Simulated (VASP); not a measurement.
# TiO3 (Pm-3m) in VASP: single point with r2SCAN

Aim: the single point of TiO3 with r2SCAN.

Everything below comes from runs of VASP 6.6.1. Logs are shortened: lines on timing, memory, paths and dates and some standing lists are left out, and cuts for length are marked.

## (1) The cell of the first run

Symmetry: Pm-3m, No. 221, cubic system. The conventional cell has a = 3.182 Å, b = 3.182 Å, c = 3.182 Å, α = 90.00°, β = 90.00°, γ = 90.00°. Ti (site symmetry m-3m) has 12 O at 2.25 Å within 3.0 Å. O (site symmetry 4/mmm) has 4 Ti at 2.25 Å and 8 O at 2.25 Å within 3.0 Å.

## (2) Single point, r2SCAN

Input file POSCAR:

```
TiO3
1.0
    3.1820556788      0.0000000000      0.0000000000
    0.0000000000      3.1820556788      0.0000000000
    0.0000000000      0.0000000000      3.1820556788
Ti O
1 3
Direct
    0.0000000000      0.0000000000      0.0000000000
    0.0000000000      0.5000000000      0.5000000000
    0.5000000000      0.0000000000      0.5000000000
    0.5000000000      0.5000000000      0.0000000000
```

Input file INCAR.step1:

```
SYSTEM = TiO3
PREC = Accurate
ENCUT = 1480
ISMEAR = 0
SIGMA = 0.1
LREAL = .FALSE.
LASPH = .TRUE.
NELM = 120
NBANDS = 23
GGA = PE
ALGO = Normal
EDIFF = 1E-5
LWAVE = .TRUE.
LCHARG = .FALSE.
GGA_COMPAT = .FALSE.
```

Input file INCAR.step2:

```
SYSTEM = TiO3
PREC = Accurate
ENCUT = 1480
EDIFF = 1E-6
ISMEAR = 0
SIGMA = 0.1
LREAL = .FALSE.
LASPH = .TRUE.
NELM = 120
ALGO = Normal
ISIF = 2
LWAVE = .FALSE.
LCHARG = .FALSE.
METAGGA = R2SCAN
LMIXTAU = .TRUE.
NBANDS = 23
ISTART = 1
GGA_COMPAT = .FALSE.
```

Input file KPOINTS:

```
regular mesh
0
G
  6 6 6
  0 0 0
```

Potentials or basis: VASP PAW PBE potentials, release 64 (Ti_sv, O_h).

Started as:

```bash
$ cat potpaw_PBE.64/Ti_sv/POTCAR potpaw_PBE.64/O_h/POTCAR > POTCAR
$ cp INCAR.step1 INCAR
$ mpirun -np 1 vasp_std > vasp.out
$ cp INCAR.step2 INCAR
$ mpirun -np 1 vasp_std > vasp.out
```

OUTCAR:

```text
SYSTEM = TiO3
   PREC = Accurate
   ENCUT = 1480
   EDIFF = 1E-6
   ISMEAR = 0
   LREAL = .FALSE.
   LASPH = .TRUE.
   NELM = 120
   ISIF = 2
   METAGGA = R2SCAN
   ISTART = 1

 ion  position               nearest neighbor table
   1  0.000  0.000  0.000-
   2  0.000  0.500  0.500-
   3  0.500  0.000  0.500-
   4  0.500  0.500  0.000-

  LATTYP: Found a simple cubic cell.
 ALAT       =     3.1820556788

  Lattice vectors:

 A1 = (   3.1820556788,   0.0000000000,   0.0000000000)
 A2 = (   0.0000000000,   3.1820556788,   0.0000000000)
 A3 = (   0.0000000000,   0.0000000000,   3.1820556788)

Analysis of symmetry for initial positions (statically):
=====================================================================
 Subroutine PRICEL returns:
 Original cell was already a primitive cell.

 Routine SETGRP: Setting up the symmetry group for a
 simple cubic supercell.

 Subroutine GETGRP returns: Found 48 space group operations
 (whereof 48 operations were pure point group operations)
 out of a pool of 48 trial point group operations.

The static configuration has the point symmetry O_h .

Analysis of symmetry for dynamics (positions and initial velocities):
=====================================================================
 Subroutine PRICEL returns:
 Original cell was already a primitive cell.

 Routine SETGRP: Setting up the symmetry group for a
 simple cubic supercell.

 Subroutine GETGRP returns: Found 48 space group operations
 (whereof 48 operations were pure point group operations)
 out of a pool of 48 trial point group operations.

The dynamic configuration has the point symmetry O_h .

 Subroutine INISYM returns: Found 48 space group operations
 (whereof 48 operations are pure point group operations),
 and found     1 'primitive' translations

----------------------------------------------------------------------------------------

                                     Primitive cell

  volume of cell :      32.2198

  direct lattice vectors                    reciprocal lattice vectors
     3.182055679  0.000000000  0.000000000     0.314262257  0.000000000  0.000000000
     0.000000000  3.182055679  0.000000000     0.000000000  0.314262257  0.000000000
     0.000000000  0.000000000  3.182055679     0.000000000  0.000000000  0.314262257

  length of vectors
     3.182055679  3.182055679  3.182055679     0.314262257  0.314262257  0.314262257

  position of ions in fractional coordinates (direct lattice)
     0.000000000  0.000000000  0.000000000
     0.000000000  0.500000000  0.500000000
     0.500000000  0.000000000  0.500000000
     0.500000000  0.500000000  0.000000000

  ion indices of the primitive-cell ions
   primitive index   ion index
                 1           1
                 2           2
                 3           3
                 4           4

----------------------------------------------------------------------------------------

 KPOINTS: regular mesh

Automatic generation of k-mesh.
 Grid dimensions read from file:
 generate k-points for:    6    6    6

 Generating k-lattice:

  Cartesian coordinates                     Fractional coordinates (reciprocal lattice)
     0.052377043  0.000000000  0.000000000     0.166666667  0.000000000  0.000000000
     0.000000000  0.052377043  0.000000000     0.000000000  0.166666667  0.000000000
     0.000000000  0.000000000  0.052377043     0.000000000  0.000000000  0.166666667

  Length of vectors
     0.052377043  0.052377043  0.052377043

  Shift w.r.t. Gamma in fractional coordinates (k-lattice)
     0.000000000  0.000000000  0.000000000

 Subroutine IBZKPT returns following result:
 ===========================================

 Found     20 irreducible k-points:

 Following reciprocal coordinates:
            Coordinates               Weight
  0.000000  0.000000  0.000000      1.000000
  0.166667  0.000000  0.000000      6.000000
  0.333333  0.000000  0.000000      6.000000
  0.500000  0.000000  0.000000      3.000000
  0.166667  0.166667  0.000000     12.000000
  0.333333  0.166667  0.000000     24.000000
[... 12 lines left out ...]
  0.500000  0.500000  0.333333      6.000000
  0.500000  0.500000  0.500000      1.000000
   k-points           NKPTS =     20   k-points in BZ     NKDIM =     20   number of bands    NBANDS=     23
   number of dos      NEDOS =    301   number of ions     NIONS =      4
   total plane-waves  NPLWV =  64000
   dimension x,y,z NGX =    40 NGY =   40 NGZ =   40
   dimension x,y,z NGXF=    80 NGYF=   80 NGZF=   80
   ions per type =               1   3
   NGX,Y,Z   is equivalent  to a cutoff of  20.90, 20.90, 20.90 a.u.
   NGXF,Y,Z  is equivalent  to a cutoff of  41.80, 41.80, 41.80 a.u.
 SYSTEM =  TiO3
   PREC   = accura    normal or accurate (medium, high low for compatibility)
   ISTART =      1    job   : 0-new  1-cont  2-samecut
   ICHARG =      0    charge: 1-file 2-atom 10-const
   ISPIN  =      1    spin polarized calculation?
   LNONCOLLINEAR =      F non collinear calculations
   LSORBIT =      F    spin-orbit coupling
   LASPH  =      T    aspherical Exc in radial PAW
   ENCUT  = 1480.0 eV 108.78 Ry   10.43 a.u.   9.98  9.98  9.98*2*pi/ulx,y,z
   NELM   =    120;   NELMIN=  2; NELMDL=  0     # of ELM steps
   EDIFF  = 0.1E-05   stopping-criterion for ELM
   LREAL  =      F    real-space projection
   EDIFFG = 0.1E-04   stopping-criterion for IOM
   NSW    =      0    number of steps for IOM
   IBRION =     -1    ionic relax: 0-MD 1-quasi-New 2-CG
   NFREE  =      0    steps in history (QN), initial steepest desc. (CG)
   ISIF   =      2    stress and relaxation
   ISYM   =      2    0-nonsym 1-usesym 2-fastsym
   POTIM  = 0.5000    time-step for ionic-motion
   TEBEG  =    0.0;   TEEND  =   0.0 temperature during run
   PSTRESS=    0.0 pullay stress
   NELECT =      30.0000    total number of electrons
   NUPDOWN=      -1.0000    fix difference up-down
   EMIN   =  10.00;   EMAX   =-10.00  energy-range for DOS
   EFERMI =   0.00;   METHOD = LEGACY
   ISMEAR =     0;   SIGMA  =   0.10  broadening in eV -4-tet -1-fermi 0-gaus
   EFERMI_NEDOS =   21; number of points for ismear=-14 and -15
   IALGO  =     38    algorithm
   IMIX   =      4    mixing-type and parameters
     AMIX     =   0.40;   BMIX     =  1.00
     AMIX_MAG =   1.60;   BMIX_MAG =  1.00
  volume/ion in A,a.u.               =       8.05        54.36
  Fermi-wavevector in a.u.,A,eV,Ry     =   1.598604  3.020923 34.770147  2.555534
  Thomas-Fermi vector in A             =   2.696027
   LORBIT       =      0    0 simple, 1 ext, 2 COOP (PROOUT), +10 PAW based schemes
   METAGGA = R2SCAN    functional components
   LHFCALC =     F    Hartree Fock is set to
   AEXX    =    0.0000 exact exchange contribution
   IVDW    =     0    specifies the selected vdW correction
   LEPSILON=     F    determine dielectric tensor
   LRPA    =     F    only Hartree local field effects (RPA)
 non-spin polarized calculation
 Gauss-broadening in eV      SIGMA  =   0.10
  energy-cutoff  :     1480.00
  volume of cell :       32.22
 maximum number of plane-waves:      4224
 NGX is ok and might be reduce to    40
   NGX = 19   NGY = 19   NGZ = 19

 number of electron      30.0000000 magnetization

 Free energy of the ion-electron system (eV)
  ---------------------------------------------------
  ext. energy  EPLUGINS =         0.00000000
  ---------------------------------------------------
  free energy    TOTEN  =       -34.72069840 eV

  energy without entropy =      -34.70850593  energy(sigma->0) =      -34.71460217

 E-fermi :   8.6055     XC(G=0): -13.8146

 val. band max:        8.5965451664   @ k =   0.0000   0.0000   0.0000
 cond. band min:       8.6156184415   @ k =   0.5000   0.5000   0.5000
 fundamental gap:      0.0190732751
 Fermi energy:         8.6055482826

 k-point     1 :       0.0000    0.0000    0.0000
  band No.  band energies     occupation
      1     -52.4598      2.00000
      2     -27.4902      2.00000
      3     -27.4902      2.00000
      4     -27.4902      2.00000
      5     -13.8925      2.00000
      6      -9.0397      2.00000
[... 15 lines left out ...]
     22      17.1059      0.00000
     23      25.8148      0.00000

 k-point     2 :       0.1667    0.0000    0.0000
  band No.  band energies     occupation
      1     -52.4563      2.00000
      2     -27.5405      2.00000
      3     -27.4852      2.00000
      4     -27.4852      2.00000
      5     -13.6170      2.00000
      6      -9.4007      2.00000
[... 15 lines left out ...]
     22      17.8961      0.00000
     23      25.9938      0.00000

 k-point     3 :       0.3333    0.0000    0.0000
  band No.  band energies     occupation
      1     -52.4493      2.00000
      2     -27.6397      2.00000
      3     -27.4753      2.00000
      4     -27.4753      2.00000
      5     -12.8732      2.00000
      6     -10.3136      2.00000
[... 15 lines left out ...]
     22      19.6826      0.00000
     23      23.8487      0.00000

 k-point     4 :       0.5000    0.0000    0.0000
  band No.  band energies     occupation
      1     -52.4458      2.00000
      2     -27.6885      2.00000
      3     -27.4703      2.00000
      4     -27.4703      2.00000
      5     -12.1587      2.00000
      6     -11.1115      2.00000
[... 15 lines left out ...]
     22      21.0547      0.00000
     23      22.4252      0.00000

 k-point     5 :       0.1667    0.1667    0.0000
  band No.  band energies     occupation
      1     -52.4528      2.00000
      2     -27.5393      2.00000
      3     -27.5286      2.00000
      4     -27.4803      2.00000
      5     -13.3584      2.00000
      6      -9.4858      2.00000
[... 330 lines left out ...]
 k-point    18 :       0.5000    0.3333    0.3333
  band No.  band energies     occupation
      1     -52.4259      2.00000
      2     -27.6244      2.00000
      3     -27.5793      2.00000
      4     -27.5706      2.00000
      5     -11.1051      2.00000
      6     -10.6338      2.00000
[... 15 lines left out ...]
     22      20.4077      0.00000
     23      25.7922      0.00000

 k-point    19 :       0.5000    0.5000    0.3333
  band No.  band energies     occupation
      1     -52.4226      2.00000
      2     -27.6140      2.00000
      3     -27.6140      2.00000
      4     -27.5662      2.00000
      5     -10.7337      2.00000
      6     -10.6167      2.00000
[... 15 lines left out ...]
     22      19.6767      0.00000
     23      26.6934      0.00000

 k-point    20 :       0.5000    0.5000    0.5000
  band No.  band energies     occupation
      1     -52.4194      2.00000
      2     -27.6039      2.00000
      3     -27.6039      2.00000
      4     -27.6039      2.00000
      5     -10.6436      2.00000
      6     -10.6436      2.00000
[... 15 lines left out ...]
     22      18.8948      0.00000
     23      27.6262      0.00000

------------------------ aborting loop because EDIFF is reached ----------------------------------------

  FORCE on cell =-STRESS in cart. coord.  units (eV):
  Direction    XX          YY          ZZ          XY          YZ          ZX
  --------------------------------------------------------------------------------------
  -------------------------------------------------------------------------------------
  Total        0.1707822      0.1707822      0.1707822     -0.0000000      0.0000000      0.0000000
  in kB        8.4923889      8.4923889      8.4923889     -0.0000000      0.0000000      0.0000000
  external PRESSURE =       8.4923889 kB  Pullay stress =       0.0000000 kB

 VOLUME and BASIS-vectors are now :
 -----------------------------------------------------------------------------
  energy-cutoff  :     1480.00
  volume of cell :       32.22
      direct lattice vectors                 reciprocal lattice vectors
     3.182055679  0.000000000  0.000000000     0.314262257  0.000000000  0.000000000
     0.000000000  3.182055679  0.000000000     0.000000000  0.314262257  0.000000000
     0.000000000  0.000000000  3.182055679     0.000000000  0.000000000  0.314262257

 POSITION                                       TOTAL-FORCE (eV/Angst)
 -----------------------------------------------------------------------------------
      0.00000      0.00000      0.00000         0.000000      0.000000      0.000000
      0.00000      1.59103      1.59103         0.000000      0.000000      0.000000
      1.59103      0.00000      1.59103         0.000000      0.000000      0.000000
      1.59103      1.59103      0.00000         0.000000      0.000000      0.000000
 -----------------------------------------------------------------------------------
    total drift:                                0.000000      0.000000     -0.000000

  FREE ENERGIE OF THE ION-ELECTRON SYSTEM (eV)
  ---------------------------------------------------
  free  energy   TOTEN  =       -34.7206984032 eV

  energy  without entropy=      -34.7085059327  energy(sigma->0) =      -34.71460217
```

It took 2.5 min on 1 thread of Intel Xeon Platinum 8375C at 2.90GHz (Ice Lake), shared host; peak memory 0.29 GiB.

What came out:

```
Free energy            : -34.7207 eV
Pressure               : 0.8 GPa
Band gap on the k mesh : zero (bands 15 and 16 overlap by 1.40 eV)
```

Levels at points of the mesh, in eV from the Fermi level:
| k point | band 13 | band 14 | band 15 | band 16 | band 17 | band 18 |
| --- | --- | --- | --- | --- | --- | --- |
| (0.00, 0.00, 0.00) | -2.27 | -0.01 | -0.01 | 0.42 | 0.42 | 0.42 |
| (0.50, 0.00, 0.00) | -3.39 | -2.24 | -0.62 | -0.62 | 0.90 | 1.25 |
| (0.50, 0.50, 0.00) | -3.58 | -2.52 | -0.98 | 0.71 | 1.71 | 1.71 |
| (0.50, 0.50, 0.50) | 0.01 | 0.01 | 0.77 | 0.77 | 1.47 | 1.47 |

Caveat: the PAW data sets were made with another functional, which shifts forces and pressure a little; semilocal functionals often make such compounds metallic where correlation or magnetic order opens a gap, which also shifts bond lengths.
